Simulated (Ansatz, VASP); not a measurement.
Two plane-wave programs on CO2

```
CELL_PARAMETERS angstrom
-1.93426 1.93426 2.94728
1.93426 -1.93426 2.94728
1.93426 1.93426 -2.94728
ATOMIC_POSITIONS crystal
C 0.00000 0.00000 0.00000
C 0.75000 0.25000 0.50000
O 0.37500 0.29408 0.41908
O 0.04408 0.62500 0.91908
O 0.70592 0.12500 0.08092
O 0.87500 0.95592 0.58092
```

Alike in both runs: functional LDA; k mesh 8 × 8 × 8; occupations gaussian, width 0.02 eV; no spin polarisation.

Ansatz relaxed the structure, and its values are those at the end. VASP's run is a single point on that final structure, the one shown.

|  | VASP | Ansatz |
| --- | --- | --- |
| version | VASP 6.6.1 | Ansatz 0.2.0 |
| potentials or method | VASP PAW LDA potentials, release 64 (C_h, O_h), cutoff 910 eV | scalar-relativistic, plane waves, PAW |
| valence electrons in the cell | 32 | 32 |

```tsv
	VASP	Ansatz	Ansatz less VASP
gap on the k mesh at the Fermi level (eV)	7.57	7.60	+0.027
least direct gap on the mesh (eV)	8.04	8.06	+0.019
rms of the force components (eV/Å)	0.041	0.001	-0.0401
```

LDA's correlation is that of Perdew and Zunger in VASP and of Perdew and Wang (1992) in Ansatz.

Noted on VASP's run: the cutoff is under 1.25 times that of the potentials, so the pressure is a little rough.
